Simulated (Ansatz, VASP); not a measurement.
**Two plane-wave programs on Cs**

INCAR

```
PREC = Accurate ; ENCUT = 520
EDIFF = 1E-6 ; ISMEAR = -1
SIGMA = 0.1 ; LREAL = False
LASPH = True ; NELM = 80
ALGO = Normal ; ISIF = 2
LWAVE = False ; LCHARG = True
LELF = True ; LVHAR = True
NBANDS = 10
```

Contents of KPOINTS:

```
regular mesh
0
Gamma
  8 8 8
```

Contents of POSCAR:

```
Cs
1.0
   -2.8840810378      2.8840810378      2.8840810378
    2.8840810378     -2.8840810378      2.8840810378
    2.8840810378      2.8840810378     -2.8840810378
Cs
1
Direct
    0.0000000000      0.0000000000      0.0000000000
```

Input for Ansatz:

```yaml
crystal:
  lattice:
    - [-2.8840810378, 2.8840810378, 2.8840810378]
    - [2.8840810378, -2.8840810378, 2.8840810378]
    - [2.8840810378, 2.8840810378, -2.8840810378]
  atoms:
    - { symbol: Cs, position: [0.0, 0.0, 0.0] }
hamiltonian:
  xc: lda
  pseudopotentials:
    kind: paw
    azcp:
      Cs: "pseudopotentials/Cs.paw.azcp"
basis:
  ecutwfc: 800
  fft_grid_basis: typed
kpoints:
  mp_grid: { grid: [8, 8, 8], shift: [0, 0, 0] }
magnetization:
  spin_polarized: false
scf:
  occupations: { method: fermi_dirac, width: 0.1 }
  lower_state_search: "off"
output:
  stress: true
```

Alike in both runs: task single point; functional LDA; k mesh 8 × 8 × 8; occupations fermi-dirac, width 0.1 eV; no spin polarisation.

|  | VASP | Ansatz |
| --- | --- | --- |
| version | VASP 6.6.1 | Ansatz 0.2.0 |
| potentials or method | VASP PAW LDA potentials, release 64 (Cs_sv), cutoff 520 eV | plane waves (800 eV) with PAW, scalar-relativistic |
| valence electrons in the cell | 9 | 9 |

```tsv
	VASP	Ansatz	Ansatz less VASP
pressure (GPa)	0.0	0.0	+0.01
```

Ansatz warns that its potentials were made for another functional, while VASP's fit it. LDA's correlation is that of Perdew and Zunger in VASP and of Perdew and Wang (1992) in Ansatz.

Neither program's run includes spin-orbit coupling.
